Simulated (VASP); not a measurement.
A run of VASP 6.6.1:

Contents of POSCAR:

```
CdF2
1.0
    2.6283325112      2.6283325112      0.0000000000
   -2.6283325112      2.6283325112      0.0000000000
    0.0000000000      2.6283325112      2.6283325112
Cd F
1 2
Direct
    0.0000000000      0.0000000000      0.0000000000
    0.2500000000      0.7500000000      0.5000000000
    0.7500000000      0.2500000000      0.5000000000
```

The input INCAR.step1:

```
  ALGO = Normal
  EDIFF = 1E-5
  ENCUT = 770
  GGA = PE
  GGA_COMPAT = False
  ISMEAR = 0
  LASPH = True
  LCHARG = False
  LREAL = False
  LWAVE = True
  NBANDS = 24
  NELM = 120
  PREC = Accurate
  SIGMA = 0.01
```

INCAR.step2

```
  ALGO = Normal
  EDIFF = 1E-6
  ENCUT = 770
  GGA_COMPAT = False
  ISIF = 2
  ISMEAR = 0
  ISTART = 1
  LASPH = True
  LCHARG = False
  LMIXTAU = True
  LREAL = False
  LWAVE = False
  METAGGA = R2SCAN
  NBANDS = 24
  NELM = 120
  PREC = Accurate
  SIGMA = 0.01
```

Contents of KPOINTS:

```
k-points
0
Gamma
  8 8 8
```

Potentials or basis: VASP PAW PBE potentials, release 64 (Cd_sv_GW, F).

Command:

```console
$ cat potpaw_PBE.64/Cd_sv_GW/POTCAR potpaw_PBE.64/F/POTCAR > POTCAR
$ cp INCAR.step1 INCAR
$ mpirun -np 1 vasp_std > vasp.out
$ cp INCAR.step2 INCAR
$ mpirun -np 1 vasp_std > vasp.out
```

Hardware: 1 thread of Intel(R) Xeon(R) Platinum 8259CL CPU @ 2.50GHz (Skylake/Cascade Lake) (shared host).

Q: Estimate the wall time of this run.

A: It took 2.8 min on 1 thread of Intel(R) Xeon(R) Platinum 8259CL CPU @ 2.50GHz (Skylake/Cascade Lake), on a shared host, peak memory 0.25 GiB. Counts: k points 29.
